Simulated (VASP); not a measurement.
## GaN: single point with PBE

GaN:

```
Ga N
1.0
     3.08460    0.00000    0.00000
    -1.54230    2.67134    0.00000
     0.00000    0.00000    5.16600
Ga N
2 2
Cartesian
  0.0000 1.7809 0.0000
  1.5423 0.8904 2.5830
  0.0000 1.7809 1.9373
  1.5423 0.8904 4.5203
```

This cell differs from its parent crystal: strain -0.030 along x and y, +0.000 along z.

```yaml
Program: VASP 6.6.1
Task: single point
Functional: PBE
Potentials_or_basis: VASP PAW PBE potentials, release 64 (Ga_d, N)
Cutoff: 520 eV
k_mesh: 12 × 12 × 6
Occupations: gaussian, width 0.05 eV
Spin: no spin polarisation
```

```
Pressure               : 21.5 GPa
Largest force          : 0.286 eV/Å
Band gap on the k mesh : 2.27 eV
```

Forces in eV/Å, atoms in the order of the input:
```
Ga   0.000  0.000  0.286
Ga   0.000  0.000  0.286
N    0.000  0.000 -0.286
N    0.000  0.000 -0.286
```

Stress tensor (GPa, compression positive):
```
25.34  0.00  0.00
 0.00 25.34  0.00
 0.00  0.00 13.68
```

Levels at points of the mesh, in eV from the valence-band top:
```csv
k point,band 16,band 17,band 18,band 19,band 20,band 21
"(0.00, 0.00, 0.00)",-0.19,0.00,0.00,2.27,4.97,9.34
"(0.50, 0.00, 0.00)",-2.91,-2.47,-1.14,5.41,5.79,6.11
"(0.00, 0.00, 0.50)",-0.53,-0.53,-0.53,4.76,4.76,8.67
"(0.50, 0.00, 0.50)",-2.21,-2.10,-2.10,4.50,4.50,8.13
```

Run time: 35 s on 1 thread of Intel(R) Xeon(R) 6975P-C (Granite Rapids), on a shared host, peak memory 0.2 GiB.

Caveat: the cell differs from its parent crystal (strain -0.030 along x and y, +0.000 along z); the stress differs along the axes, from 14 to 25 GPa.
